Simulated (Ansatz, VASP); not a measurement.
**One calculation of AlFe, two programs**

```
Al Fe
1.0
     2.87433    0.00000    0.00000
     0.00000    2.87433    0.00000
     0.00000    0.00000    2.87433
Al Fe
1 1
Direct
  0.00000 0.00000 0.00000
  0.50000 0.50000 0.50000
```

Alike in both runs: task single point; functional r2SCAN; k mesh 14 × 14 × 14; occupations gaussian, width 0.1 eV; collinear spin.

|  | VASP | Ansatz |
| --- | --- | --- |
| version | VASP 6.6.1 | Ansatz 0.2.0 |
| potentials or method | VASP PAW PBE potentials, release 64 (Al, Fe), cutoff 520 eV | scalar-relativistic, plane waves, PAW |
| valence electrons in the cell | 11 | 19 |

|  | VASP | Ansatz | Ansatz less VASP |
| --- | --- | --- | --- |
| gap on the k mesh at the Fermi level (eV) | none | none | - |
| pressure (GPa) | -4.8 | -4.5 | +0.24 |
| net moment per atom (μB) | 0.39 | 0.39 | +0.002 |
| size of the moment on the site where the two differ most (μB) | 0.04 | 0.05 | +0.009 |

VASP's potentials were made for PBE, not for r2SCAN. Site moments also hang on the region over which each program counts them. A gap of «none» marks a metal or a gap that the smearing closes. VASP's potentials hold 11 valence electrons a cell and Ansatz's 19, so a difference there can come from the potentials and not from the codes. Ansatz's warnings: stability check not made.
